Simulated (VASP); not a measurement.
# AgCl (Cmcm) in VASP: single point with PBEsol

Aim: the single point of AgCl with PBEsol.

Program: VASP 6.6.1. These are calculated values, not measurements. Logs are shortened: lines on timing, memory, paths and dates and some standing lists are left out, and cuts for length are marked.

### 1 The cell of the first run

Symmetry: Cmcm, No. 63, orthorhombic system. Conventional cell: a = 4.163 Å, b = 11.113 Å, c = 3.924 Å, α = 90.00°, β = 90.00°, γ = 90.00°. Ag (site symmetry m2m) has 7 Cl at 2.88 to 3.37 Å and 2 Ag at 3.02 Å within 3.8 Å. Within 3.8 Å of Cl (site symmetry m2m) lie 7 Ag at 2.88 to 3.37 Å and 2 Cl at 3.58 Å.

### 2 Single point, PBEsol (strain +0.1125 x Voigt [1, 0, 0, 0, 0, 0])

Contents of INCAR:

```
SYSTEM = AgCl
PREC = Accurate ; ENCUT = 520
EDIFF = 1E-7 ; ISMEAR = 0
SIGMA = 0.03 ; LREAL = .FALSE.
LASPH = .TRUE. ; NELM = 100
ALGO = Normal ; ISIF = 2
LWAVE = .FALSE. ; LCHARG = .FALSE.
GGA = PS ; NBANDS = 26
```

Contents of KPOINTS:

```
Automatic mesh
0
G
  10 10 10
  0 0 0
```

Contents of POSCAR:

```
AgCl
1.0
    2.0813870446     -5.5565952358      0.0000000000
    2.0813870446      5.5565952358      0.0000000000
    0.0000000000      0.0000000000      3.9240373500
Ag Cl
2 2
Direct
    0.3965554000      0.6034446000      0.7500000000
    0.6034446000      0.3965554000      0.2500000000
    0.8654487300      0.1345512700      0.2500000000
    0.1345512700      0.8654487300      0.7500000000
```

Potentials or basis: VASP PAW PBE potentials, release 64 (Ag, Cl).

Run with:

```console
> cat potpaw_PBE.64/Ag/POTCAR potpaw_PBE.64/Cl/POTCAR > POTCAR
> mpirun -np 1 vasp_std > vasp.out
```

OUTCAR:

```text
SYSTEM = AgCl
   PREC = Accurate
   ENCUT = 520
   EDIFF = 1E-7
   ISMEAR = 0
   LREAL = .FALSE.
   LASPH = .TRUE.
   NELM = 100
   ISIF = 2
   GGA = PS

 ion  position               nearest neighbor table
   1  0.397  0.603  0.750-   3 2.88   3 2.88   3 2.88   3 2.88   4 2.91   2 3.02   2 3.02
   2  0.603  0.397  0.250-   4 2.88   4 2.88   4 2.88   4 2.88   3 2.91   1 3.02   1 3.02
   3  0.865  0.135  0.250-   1 2.88   1 2.88   1 2.88   1 2.88   2 2.91
   4  0.135  0.865  0.750-   2 2.88   2 2.88   2 2.88   2 2.88   1 2.91

  LATTYP: Found a base centered orthorhombic cell.
 ALAT       =     4.1627740892
 B/A-ratio  =     2.6696597590
 C/A-ratio  =     0.9426496048

  Lattice vectors:

 A1 = (   2.0813870446,  -5.5565952358,   0.0000000000)
 A2 = (   2.0813870446,   5.5565952358,   0.0000000000)
 A3 = (   0.0000000000,   0.0000000000,   3.9240373500)

Analysis of symmetry for initial positions (statically):
=====================================================================
 Subroutine PRICEL returns:
 Original cell was already a primitive cell.

 Routine SETGRP: Setting up the symmetry group for a
 base centered orthorhombic supercell.

 Subroutine GETGRP returns: Found  8 space group operations
 (whereof  4 operations were pure point group operations)
 out of a pool of  8 trial point group operations.

The static configuration has the point symmetry C_2h.
 The point group associated with its full space group is D_2h.

Analysis of symmetry for dynamics (positions and initial velocities):
=====================================================================
 Subroutine PRICEL returns:
 Original cell was already a primitive cell.

 Routine SETGRP: Setting up the symmetry group for a
 base centered orthorhombic supercell.

 Subroutine GETGRP returns: Found  8 space group operations
 (whereof  4 operations were pure point group operations)
 out of a pool of  8 trial point group operations.

The dynamic configuration has the point symmetry C_2h.
 The point group associated with its full space group is D_2h.

 Subroutine INISYM returns: Found  8 space group operations
 (whereof  4 operations are pure point group operations),
 and found     1 'primitive' translations

----------------------------------------------------------------------------------------

                                     Primitive cell

  volume of cell :      90.7663

  direct lattice vectors                    reciprocal lattice vectors
     2.081387045 -5.556595236  0.000000000     0.240224422 -0.089983160  0.000000000
     2.081387045  5.556595236  0.000000000     0.240224422  0.089983160  0.000000000
     0.000000000  0.000000000  3.924037350     0.000000000  0.000000000  0.254839572

  length of vectors
     5.933626433  5.933626433  3.924037350     0.256524350  0.256524350  0.254839572

  position of ions in fractional coordinates (direct lattice)
     0.396555400  0.603444600  0.750000000
     0.603444600  0.396555400  0.250000000
     0.865448730  0.134551270  0.250000000
     0.134551270  0.865448730  0.750000000

  ion indices of the primitive-cell ions
   primitive index   ion index
                 1           1
                 2           2
                 3           3
                 4           4

----------------------------------------------------------------------------------------

 KPOINTS: Automatic mesh

Automatic generation of k-mesh.
 Grid dimensions read from file:
 generate k-points for:   10   10   10

 Generating k-lattice:

  Cartesian coordinates                     Fractional coordinates (reciprocal lattice)
     0.024022442 -0.008998316  0.000000000     0.100000000 -0.000000000  0.000000000
     0.024022442  0.008998316  0.000000000    -0.000000000  0.100000000  0.000000000
     0.000000000  0.000000000  0.025483957     0.000000000  0.000000000  0.100000000

  Length of vectors
     0.025652435  0.025652435  0.025483957

  Shift w.r.t. Gamma in fractional coordinates (k-lattice)
     0.000000000  0.000000000  0.000000000

 Subroutine IBZKPT returns following result:
 ===========================================

 Found    186 irreducible k-points:

 Following reciprocal coordinates:
            Coordinates               Weight
  0.000000  0.000000  0.000000      1.000000
  0.100000 -0.000000  0.000000      4.000000
  0.200000 -0.000000  0.000000      4.000000
  0.300000  0.000000  0.000000      4.000000
  0.400000 -0.000000  0.000000      4.000000
  0.500000 -0.000000  0.000000      2.000000
[... 16 lines left out ...]
  0.300000  0.300000  0.000000      2.000000
  0.400000  0.300000  0.000000      4.000000
 [... further k-points ...]
   k-points           NKPTS =    186   k-points in BZ     NKDIM =    186   number of bands    NBANDS=     26
   number of dos      NEDOS =    301   number of ions     NIONS =      4
   total plane-waves  NPLWV =  69120
   dimension x,y,z NGX =    48 NGY =   48 NGZ =   30
   dimension x,y,z NGXF=    96 NGYF=   96 NGZF=   60
   ions per type =               2   2
   NGX,Y,Z   is equivalent  to a cutoff of  13.45, 13.45, 12.71 a.u.
   NGXF,Y,Z  is equivalent  to a cutoff of  26.90, 26.90, 25.42 a.u.
 SYSTEM =  AgCl
   PREC   = accura    normal or accurate (medium, high low for compatibility)
   ISTART =      0    job   : 0-new  1-cont  2-samecut
   ICHARG =      2    charge: 1-file 2-atom 10-const
   ISPIN  =      1    spin polarized calculation?
   LNONCOLLINEAR =      F non collinear calculations
   LSORBIT =      F    spin-orbit coupling
   LASPH  =      T    aspherical Exc in radial PAW
   ENCUT  =  520.0 eV  38.22 Ry    6.18 a.u.  11.03 11.03  7.30*2*pi/ulx,y,z
   NELM   =    100;   NELMIN=  2; NELMDL= -5     # of ELM steps
   EDIFF  = 0.1E-06   stopping-criterion for ELM
   LREAL  =      F    real-space projection
   EDIFFG = 0.1E-05   stopping-criterion for IOM
   NSW    =      0    number of steps for IOM
   IBRION =     -1    ionic relax: 0-MD 1-quasi-New 2-CG
   NFREE  =      0    steps in history (QN), initial steepest desc. (CG)
   ISIF   =      2    stress and relaxation
   ISYM   =      2    0-nonsym 1-usesym 2-fastsym
   POTIM  = 0.5000    time-step for ionic-motion
   TEBEG  =    0.0;   TEEND  =   0.0 temperature during run
   PSTRESS=    0.0 pullay stress
   NELECT =      36.0000    total number of electrons
   NUPDOWN=      -1.0000    fix difference up-down
   EMIN   =  10.00;   EMAX   =-10.00  energy-range for DOS
   EFERMI =   0.00;   METHOD = LEGACY
   ISMEAR =     0;   SIGMA  =   0.03  broadening in eV -4-tet -1-fermi 0-gaus
   EFERMI_NEDOS =   21; number of points for ismear=-14 and -15
   IALGO  =     38    algorithm
   IMIX   =      4    mixing-type and parameters
     AMIX     =   0.40;   BMIX     =  1.00
     AMIX_MAG =   1.60;   BMIX_MAG =  1.00
  volume/ion in A,a.u.               =      22.69       153.13
  Fermi-wavevector in a.u.,A,eV,Ry     =   1.202820  2.273001 19.684592  1.446777
  Thomas-Fermi vector in A             =   2.338591
   LORBIT       =      0    0 simple, 1 ext, 2 COOP (PROOUT), +10 PAW based schemes
   GGA     = PS    functional components
   LHFCALC =     F    Hartree Fock is set to
   AEXX    =    0.0000 exact exchange contribution
   IVDW    =     0    specifies the selected vdW correction
   LEPSILON=     F    determine dielectric tensor
   LRPA    =     F    only Hartree local field effects (RPA)
 non-spin polarized calculation
 Gauss-broadening in eV      SIGMA  =   0.03
  energy-cutoff  :      520.00
  volume of cell :       90.77
 maximum number of plane-waves:      2467
 NGX is ok and might be reduce to    48
   NGX = 23   NGY = 23   NGZ = 15

 number of electron      36.0000003 magnetization

 Free energy of the ion-electron system (eV)
  ---------------------------------------------------
  ext. energy  EPLUGINS =         0.00000000
  ---------------------------------------------------
  free energy    TOTEN  =       -11.64305873 eV

  energy without entropy =      -11.64305873  energy(sigma->0) =      -11.64305873

 E-fermi :   2.7933     XC(G=0):  -9.9487

 val. band max:        2.6338584442   @ k =   0.3000   0.2000   0.0000
 cond. band min:       2.9469750095   @ k =   0.0000   0.0000   0.0000
 fundamental gap:      0.3131165654
 Fermi energy:         2.7932802974

 k-point     1 :       0.0000    0.0000    0.0000
  band No.  band energies     occupation
      1     -11.6063      2.00000
      2     -11.0684      2.00000
      3      -1.0133      2.00000
      4      -0.1952      2.00000
      5      -0.1548      2.00000
      6      -0.0055      2.00000
[... 18 lines left out ...]
     25      12.9917      0.00000
     26      13.1827      0.00000

 k-point     2 :       0.1000   -0.0000    0.0000
  band No.  band energies     occupation
      1     -11.5843      2.00000
      2     -11.0680      2.00000
      3      -1.0240      2.00000
      4      -0.4758      2.00000
      5      -0.1919      2.00000
      6      -0.1640      2.00000
[... 18 lines left out ...]
     25      13.0641      0.00000
     26      13.2192      0.00000

 k-point     3 :       0.2000   -0.0000    0.0000
  band No.  band energies     occupation
      1     -11.5242      2.00000
      2     -11.0686      2.00000
      3      -1.0601      2.00000
      4      -0.8771      2.00000
      5      -0.6541      2.00000
      6      -0.3871      2.00000
[... 18 lines left out ...]
     25      13.4519      0.00000
     26      13.5678      0.00000

 k-point     4 :       0.3000    0.0000    0.0000
  band No.  band energies     occupation
      1     -11.4423      2.00000
      2     -11.0753      2.00000
      3      -1.3442      2.00000
      4      -1.1623      2.00000
      5      -0.9535      2.00000
      6      -0.6090      2.00000
[... 18 lines left out ...]
     25      12.9961      0.00000
     26      13.9511      0.00000
[... 496 lines left out ...]
      1     -11.5556      2.00000
      2     -11.1203      2.00000
      3      -0.9917      2.00000
      4      -0.1357      2.00000
      5      -0.1141      2.00000
      6      -0.1103      2.00000
[... 18 lines left out ...]
     25      12.8019      0.00000
     26      13.4615      0.00000

 k-point    23 :       0.3000    0.3000    0.0000
  band No.  band energies     occupation
      1     -11.3013      2.00000
      2     -11.1540      2.00000
      3      -1.8754      2.00000
      4      -1.2525      2.00000
      5      -0.7332      2.00000
      6      -0.6740      2.00000
[... 18 lines left out ...]
     25      12.8146      0.00000
     26      13.6075      0.00000

 k-point    24 :       0.4000    0.3000    0.0000
  band No.  band energies     occupation
      1     -11.3091      2.00000
      2     -11.2088      2.00000
      3      -1.6451      2.00000
      4      -0.9849      2.00000
      5      -0.5570      2.00000
      6      -0.5534      2.00000
[... 18 lines left out ...]
     25      12.9913      0.00000
     26      13.3363      0.00000

 [... further k-points ...]
[... 5 lines left out ...]
  --------------------------------------------------------------------------------------
  -------------------------------------------------------------------------------------
  Total       -5.2785747     -2.8376694     -3.8297654      0.0000000      0.0000000      0.0000000
  in kB      -93.1756691    -50.0896099    -67.6017619      0.0000000      0.0000000      0.0000000
  external PRESSURE =     -70.2890136 kB  Pullay stress =       0.0000000 kB

 VOLUME and BASIS-vectors are now :
 -----------------------------------------------------------------------------
  energy-cutoff  :      520.00
  volume of cell :       90.77
      direct lattice vectors                 reciprocal lattice vectors
     2.081387045 -5.556595236  0.000000000     0.240224422 -0.089983160  0.000000000
     2.081387045  5.556595236  0.000000000     0.240224422  0.089983160  0.000000000
     0.000000000  0.000000000  3.924037350     0.000000000  0.000000000  0.254839572

 POSITION                                       TOTAL-FORCE (eV/Angst)
 -----------------------------------------------------------------------------------
      2.08139      1.14960      2.94303         0.000000      0.099385     -0.000000
      2.08139     -1.14960      0.98101         0.000000     -0.099385     -0.000000
      2.08139     -4.06130      0.98101         0.000000      0.033610      0.000000
      2.08139      4.06130      2.94303         0.000000     -0.033610     -0.000000
 -----------------------------------------------------------------------------------
    total drift:                                0.000000      0.000000      0.000000

  FREE ENERGIE OF THE ION-ELECTRON SYSTEM (eV)
  ---------------------------------------------------
  free  energy   TOTEN  =       -11.6430587283 eV

  energy  without entropy=      -11.6430587283  energy(sigma->0) =      -11.64305873
```

Run time: 7.9 min. Hardware: 1 thread of Oxide Virtual Turin-like, shared host; peak memory 0.47 GiB.

Results:

| Property | Result |
| --- | --- |
| Free energy | -11.6431 eV |
| Pressure | -7.0 GPa |
| Largest force | 0.099 eV/Å |
| Band gap on the k mesh | 0.31 eV, indirect (least direct gap 1.46 eV) |

Forces on the atoms (eV/Å):
```
Ag   0.000  0.099  0.000
Ag   0.000 -0.099  0.000
Cl   0.000  0.034  0.000
Cl   0.000 -0.034  0.000
```

Caveat: the cell differs from its parent crystal (strain +0.1125 x Voigt [1, 0, 0, 0, 0, 0]); the PAW data sets were made with another functional, which shifts forces and pressure a little. A k mesh can miss the band edges.
